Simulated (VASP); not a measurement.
# Al2Pt (R3m) in VASP: further runs

Runs on Al2Pt. Level: PBE. Tasks: electric field gradients.

Program: VASP 6.6.1. These are calculated values, not measurements. Logs are shortened: lines on timing, memory, paths and dates and some standing lists are left out, and cuts for length are marked.

### Step 1. The cell of the first run

The structure is trigonal, space group R3m (No. 160). The conventional cell has a = 4.179 Å, b = 4.179 Å, c = 10.236 Å, α = 90.00°, β = 90.00°, γ = 120.00°. Within 2.0 Å of Al (site symmetry 3m) lie 1 Pt at 1.48 Å. Within 3.2 Å of Al (site symmetry 3m) lie 4 Pt at 2.43 to 3.10 Å and 3 Al at 2.68 Å. Within 2.0 Å of Pt (site symmetry 3m) lie 1 Al at 1.48 Å.

### Step 2. Electric field gradients, PBE (shortest bond scaled by 0.58)

INCAR

```
PREC = Accurate
ENCUT = 520
EDIFF = 1E-8
ISMEAR = -1
SIGMA = 0.05
LREAL = False
LASPH = True
NELM = 60
ALGO = Normal
ISIF = 2
LWAVE = False
LCHARG = False
GGA = PE
LEFG = True
NBANDS = 15
```

KPOINTS

```
Automatic mesh
0
Gamma
  9 9 9
```

POSCAR

```
Al2Pt
1.0
    0.0000000000      2.9550000000      2.9550000000
    2.9550000000      0.0000000000      2.9550000000
    2.9550000000      2.9550000000      0.0000000000
Al Pt
2 1
Direct
    0.1975000000      0.1975000000      0.1975000000
    0.7500000000      0.7500000000      0.7500000000
    0.0525000000      0.0525000000      0.0525000000
```

Potentials or basis: VASP PAW PBE potentials, release 64 (Al, Pt).

Launch:

```console
cat potpaw_PBE.64/Al/POTCAR potpaw_PBE.64/Pt/POTCAR > POTCAR
mpirun -np 1 vasp_std > vasp.out
```

OUTCAR:

```text
PREC = Accurate
   ENCUT = 520
   EDIFF = 1E-8
   ISMEAR = -1
   LREAL = False
   LASPH = True
   NELM = 60
   ISIF = 2
   GGA = PE

 ion  position               nearest neighbor table
   1  0.197  0.197  0.197-   3 1.48   2 2.68   2 2.68   2 2.68   3 3.09   3 3.09   3 3.09   2 3.29
                             2 3.29   2 3.29
   2  0.750  0.750  0.750-   3 2.43   3 2.43   3 2.43   1 2.68   1 2.68   1 2.68   3 3.10   1 3.29
                             1 3.29   1 3.29
   3  0.053  0.053  0.053-   1 1.48   2 2.43   2 2.43   2 2.43   1 3.09   1 3.09   1 3.09   2 3.10

 -----------------------------------------------------------------------------
|                                                                             |
|           W    W    AA    RRRRR   N    N  II  N    N   GGGG   !!!           |
|           W    W   A  A   R    R  NN   N  II  NN   N  G    G  !!!           |
|           W    W  A    A  R    R  N N  N  II  N N  N  G       !!!           |
|           W WW W  AAAAAA  RRRRR   N  N N  II  N  N N  G  GGG   !            |
|           WW  WW  A    A  R   R   N   NN  II  N   NN  G    G                |
|           W    W  A    A  R    R  N    N  II  N    N   GGGG   !!!           |
|                                                                             |
|     The distance between some ions is very small. Please check the          |
|     nearest-neighbor list in the OUTCAR file.                               |
|     I HOPE YOU KNOW WHAT YOU ARE DOING!                                     |
|                                                                             |
 -----------------------------------------------------------------------------

  LATTYP: Found a face centered cubic cell.
 ALAT       =     5.9100000000

  Lattice vectors:

 A1 = (   0.0000000000,   2.9550000000,   2.9550000000)
 A2 = (   2.9550000000,   0.0000000000,   2.9550000000)
 A3 = (   2.9550000000,   2.9550000000,   0.0000000000)

Analysis of symmetry for initial positions (statically):
=====================================================================
 Subroutine PRICEL returns:
 Original cell was already a primitive cell.

 Routine SETGRP: Setting up the symmetry group for a
 face centered cubic supercell.

 Subroutine GETGRP returns: Found  6 space group operations
 (whereof  6 operations were pure point group operations)
 out of a pool of 48 trial point group operations.

The static configuration has the point symmetry C_3v.

Analysis of symmetry for dynamics (positions and initial velocities):
=====================================================================
 Subroutine PRICEL returns:
 Original cell was already a primitive cell.

 Routine SETGRP: Setting up the symmetry group for a
 face centered cubic supercell.

 Subroutine GETGRP returns: Found  6 space group operations
 (whereof  6 operations were pure point group operations)
 out of a pool of 48 trial point group operations.

The dynamic configuration has the point symmetry C_3v.

 Subroutine INISYM returns: Found  6 space group operations
 (whereof  6 operations are pure point group operations),
 and found     1 'primitive' translations

----------------------------------------------------------------------------------------

                                     Primitive cell

  volume of cell :      51.6063

  direct lattice vectors                    reciprocal lattice vectors
     0.000000000  2.955000000  2.955000000    -0.169204738  0.169204738  0.169204738
     2.955000000  0.000000000  2.955000000     0.169204738 -0.169204738  0.169204738
     2.955000000  2.955000000  0.000000000     0.169204738  0.169204738 -0.169204738

  length of vectors
     4.179001077  4.179001077  4.179001077     0.293071203  0.293071203  0.293071203

  position of ions in fractional coordinates (direct lattice)
     0.197500000  0.197500000  0.197500000
     0.750000000  0.750000000  0.750000000
     0.052500000  0.052500000  0.052500000

  ion indices of the primitive-cell ions
   primitive index   ion index
                 1           1
[... 69 lines left out ...]
   LNONCOLLINEAR =      F non collinear calculations
   LSORBIT =      F    spin-orbit coupling
   LASPH  =      T    aspherical Exc in radial PAW
   ENCUT  =  520.0 eV  38.22 Ry    6.18 a.u.   7.77  7.77  7.77*2*pi/ulx,y,z
   NELM   =     60;   NELMIN=  2; NELMDL= -5     # of ELM steps
   EDIFF  = 0.1E-07   stopping-criterion for ELM
   LREAL  =      F    real-space projection
   EDIFFG = 0.1E-06   stopping-criterion for IOM
   NSW    =      0    number of steps for IOM
   IBRION =     -1    ionic relax: 0-MD 1-quasi-New 2-CG
   NFREE  =      0    steps in history (QN), initial steepest desc. (CG)
   ISIF   =      2    stress and relaxation
   ISYM   =      2    0-nonsym 1-usesym 2-fastsym
   POTIM  = 0.5000    time-step for ionic-motion
   TEBEG  =    0.0;   TEEND  =   0.0 temperature during run
   PSTRESS=    0.0 pullay stress
   NELECT =      16.0000    total number of electrons
   NUPDOWN=      -1.0000    fix difference up-down
   EMIN   =  10.00;   EMAX   =-10.00  energy-range for DOS
   EFERMI =   0.00;   METHOD = LEGACY
   ISMEAR =    -1;   SIGMA  =   0.05  broadening in eV -4-tet -1-fermi 0-gaus
   EFERMI_NEDOS =   21; number of points for ismear=-14 and -15
   IALGO  =     38    algorithm
   IMIX   =      4    mixing-type and parameters
     AMIX     =   0.40;   BMIX     =  1.00
     AMIX_MAG =   1.60;   BMIX_MAG =  1.00
  volume/ion in A,a.u.               =      17.20       116.09
  Fermi-wavevector in a.u.,A,eV,Ry     =   1.108019  2.093853 16.703966  1.227707
  Thomas-Fermi vector in A             =   2.244541
   LORBIT       =      0    0 simple, 1 ext, 2 COOP (PROOUT), +10 PAW based schemes
   GGA     = PE    functional components
   LHFCALC =     F    Hartree Fock is set to
   AEXX    =    0.0000 exact exchange contribution
   IVDW    =     0    specifies the selected vdW correction
   LEPSILON=     F    determine dielectric tensor
   LRPA    =     F    only Hartree local field effects (RPA)
 non-spin polarized calculation
  energy-cutoff  :      520.00
  volume of cell :       51.61
 maximum number of plane-waves:      1411
   NGX = 15   NGY = 15   NGZ = 15

 number of electron      16.0000000 magnetization

 Free energy of the ion-electron system (eV)
  ---------------------------------------------------
  ext. energy  EPLUGINS =         0.00000000
  ---------------------------------------------------
  free energy    TOTEN  =        -0.87867512 eV

  energy without entropy =       -0.87153787  energy(sigma->0) =       -0.87510649

 E-fermi :   8.0800     XC(G=0): -10.5248

 val. band max:        8.0638552831   @ k =   0.2222   0.1111   0.0000
 cond. band min:       8.1441492573   @ k =  -0.4444   0.4444  -0.4444
 fundamental gap:      0.0802939741
 Fermi energy:         8.0800469384

 k-point     1 :       0.0000    0.0000    0.0000
  band No.  band energies     occupation
      1      -2.1286      2.00000
      2       1.4367      2.00000
      3       1.4367      2.00000
      4       2.1687      2.00000
      5       2.9660      2.00000
      6       2.9660      2.00000
      7       9.9337      0.00000
      8      11.2666      0.00000
      9      11.2666      0.00000
     10      11.7701      0.00000
     11      13.4316      0.00000
     12      13.4316      0.00000
     13      13.7058      0.00000
     14      14.5016      0.00000
[... 401 lines left out ...]
      2       1.3523      2.00000
      3       1.5109      2.00000
      4       2.3671      2.00000
      5       2.5959      2.00000
      6       3.3591      2.00000
      7       4.8997      2.00000
      8       8.4081      0.00282
      9       9.8727      0.00000
     10      11.0160      0.00000
     11      12.7761      0.00000
     12      13.4015      0.00000
     13      14.7150      0.00000
     14      15.8531      0.00000
     15      16.6364      0.00000

 [... further k-points ...]
[... 5 lines left out ...]
  --------------------------------------------------------------------------------------
  -------------------------------------------------------------------------------------
  Total       26.6705209     26.6705209     26.6705209     22.6442476     22.6442476     22.6442476
  in kB      828.0177166    828.0177166    828.0177166    703.0173220    703.0173220    703.0173220
  external PRESSURE =     828.0177166 kB  Pullay stress =       0.0000000 kB

 VOLUME and BASIS-vectors are now :
 -----------------------------------------------------------------------------
  energy-cutoff  :      520.00
  volume of cell :       51.61
      direct lattice vectors                 reciprocal lattice vectors
     0.000000000  2.955000000  2.955000000    -0.169204738  0.169204738  0.169204738
     2.955000000  0.000000000  2.955000000     0.169204738 -0.169204738  0.169204738
     2.955000000  2.955000000  0.000000000     0.169204738  0.169204738 -0.169204738

 POSITION                                       TOTAL-FORCE (eV/Angst)
 -----------------------------------------------------------------------------------
      1.16722      1.16722      1.16722        29.013478     29.013478     29.013478
      4.43250      4.43250      4.43250        -0.004574     -0.004574     -0.004574
      0.31028      0.31028      0.31028       -29.008904    -29.008904    -29.008904
 -----------------------------------------------------------------------------------
    total drift:                               -0.000225     -0.000225     -0.000225

  FREE ENERGIE OF THE ION-ELECTRON SYSTEM (eV)
  ---------------------------------------------------
  free  energy   TOTEN  =        -0.8786751229 eV

  energy  without entropy=       -0.8715378669  energy(sigma->0) =       -0.87510649

 Electric field gradients (V/A^2)
---------------------------------------------------------------------
 ion       V_xx      V_yy      V_zz      V_xy      V_xz      V_yz
---------------------------------------------------------------------
   1       0.000     0.000     0.000     3.373     3.373     3.373
   2       0.000    -0.000    -0.000    22.141    22.141    22.141
   3      -0.000    -0.000    -0.000    55.822    55.822    55.822
---------------------------------------------------------------------

 Electric field gradients after diagonalization (V/A^2)
 (convention: |V_zz| > |V_xx| > |V_yy|)
----------------------------------------------------------------------
 ion       V_xx      V_yy      V_zz     asymmetry (V_yy - V_xx)/ V_zz
----------------------------------------------------------------------
   1      -3.373    -3.373     6.747       0.000
   2     -22.141   -22.141    44.283       0.000
   3     -55.822   -55.822   111.645       0.000
----------------------------------------------------------------------

           NMR quadrupolar parameters

 Cq : quadrupolar parameter    Cq=e*Q*V_zz/h
 eta: asymmetry parameters     (V_yy - V_xx)/ V_zz
 Q  : nuclear electric quadrupole moment in mb (millibarn)
----------------------------------------------------------------------
 ion       Cq(MHz)       eta       Q (mb)
----------------------------------------------------------------------
   1       0.016       0.000       1.000
   2       0.107       0.000       1.000
   3       0.270       0.000       1.000
----------------------------------------------------------------------
```

Wall time 38 s (1 thread of AMD EPYC 9R45 (Zen 5), shared host); peak memory 0.19 GiB.

Results:

```
Free energy            : -0.8787 eV
Pressure               : 82.8 GPa
Largest force          : 50.253 eV/Å
Band gap on the k mesh : zero (band 8 reaches 11.27 eV, above the bottom of band 9 at 6.78 eV)
```

Forces on the atoms (eV/Å):
```
Al   29.013  29.013  29.013
Al   -0.005  -0.005  -0.005
Pt  -29.009 -29.009 -29.009
```

Levels at points of the mesh, in eV from the Fermi level:
| k point | band 5 | band 6 | band 7 | band 8 | band 9 | band 10 | band 11 | band 12 |
| --- | --- | --- | --- | --- | --- | --- | --- | --- |
| (0.00, 0.00, 0.00) | -5.11 | -5.11 | 1.85 | 3.19 | 3.19 | 3.69 | 5.35 | 5.35 |

Electric field gradients, principal values (V/Å²):
| atom | least | middle | greatest (by size) |
| --- | --- | --- | --- |
| 1 Al | -3.373 | -3.373 | 6.747 |
| 2 Al | -22.141 | -22.141 | 44.283 |
| 3 Pt | -55.822 | -55.822 | 111.645 |

Caveat: the cell differs from its parent crystal (shortest bond scaled by 0.58); without QUAD_EFG the Cq values of the log hold for a quadrupole moment of 1 mb, not for the nuclei; spin-orbit coupling is left out, which moves the levels of the heavy elements; forces of over 1 eV/Å act on the atoms, so gaps and moduli don't describe the material at rest.

(Part 1 of 2 ends here.)
